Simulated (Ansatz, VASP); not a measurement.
# IrRu5 in VASP and in Ansatz

The input INCAR:

```
SYSTEM = IrRu5
PREC = Accurate
ENCUT = 520
EDIFF = 1E-6
ISMEAR = 0
SIGMA = 0.1
LREAL = .False.
LASPH = .True.
NELM = 150
ALGO = Normal
ISIF = 2
LWAVE = .False.
LCHARG = .False.
ISPIN = 2
MAGMOM = 1 1 1 1 1 1
LORBIT = 11
LMAXMIX = 4
GGA = PE
NBANDS = 52
```

The input KPOINTS:

```
Automatic mesh
0
Gamma
  6 4 2
  0 0 0
```

The input POSCAR:

```
IrRu5
1.0
    2.6985881000      0.0000000000      0.0000000000
    0.0000000000      3.8220052000      0.0000000000
    0.0000000000      0.0000000000      8.1019853000
Ru Ir
5 1
Direct
    0.5000000000      0.5000000000      0.1693150000
    0.0000000000      0.0000000000      0.3348340000
    0.5000000000      0.5000000000      0.5000000000
    0.0000000000      0.0000000000      0.6651660000
    0.5000000000      0.5000000000      0.8306850000
    0.0000000000      0.0000000000      0.0000000000
```

Input for Ansatz:

```yaml
crystal:
  lattice:
    - [2.6985881, 0.0, 0.0]
    - [0.0, 3.8220052, 0.0]
    - [0.0, 0.0, 8.1019853]
  atoms:
    - { symbol: Ru, position: [0.5, 0.5, 0.169315], spin: 1.0 }
    - { symbol: Ru, position: [0.0, 0.0, 0.334834], spin: 1.0 }
    - { symbol: Ru, position: [0.5, 0.5, 0.5], spin: 1.0 }
    - { symbol: Ru, position: [0.0, 0.0, 0.665166], spin: 1.0 }
    - { symbol: Ru, position: [0.5, 0.5, 0.830685], spin: 1.0 }
    - { symbol: Ir, position: [0.0, 0.0, 0.0], spin: 1.0 }
basis:
  ecutwfc: 420
kpoints:
  mp_grid: { grid: [6, 4, 2] }
hamiltonian:
  xc: pbe
scf:
  occupations: { method: gaussian, width: 0.1 }
  lower_state_search: "off"
output:
  forces: true
  stress: true
  eigenvalues: true
  populations: true
magnetization:
  spin_polarized: true
```

Alike in both runs: task single point; functional PBE; k mesh 6 × 4 × 2; occupations gaussian, width 0.1 eV; collinear spin.

|  | VASP | Ansatz |
| --- | --- | --- |
| version | VASP 6.6.1 | Ansatz 0.2.0 |
| potentials or method | VASP PAW PBE potentials, release 64 (Ru_pv, Ir), cutoff 520 eV | scalar-relativistic, plane waves, PAW |
| valence electrons in the cell | 79 | 97 |

|  | VASP | Ansatz | Ansatz less VASP |
| --- | --- | --- | --- |
| gap on the k mesh at the Fermi level (eV) | none | none | - |
| pressure (GPa) | 0.7 | 0.7 | 0.00 |
| traceless stress, the component that is largest in VASP (GPa) | -4.92 | -4.93 | -0.013 |
| rms of the force components (eV/Å) | 0.061 | 0.057 | -0.0033 |
| net moment per atom (μB) | 0.00 | 0.00 | 0.000 |

Atom by atom the forces differ by 0.006 eV/Å (rms over components). A gap of «none» marks a metal or a gap that the smearing closes. With one functional, cell and mesh, what is left measures potentials, basis and numerics. VASP's potentials hold 79 valence electrons a cell and Ansatz's 97, so a difference there can come from the potentials and not from the codes. Ansatz's warnings: seeded moment not kept.

The k mesh is coarse, so the values compare programs but aren't converged. Spin-orbit coupling is off throughout.
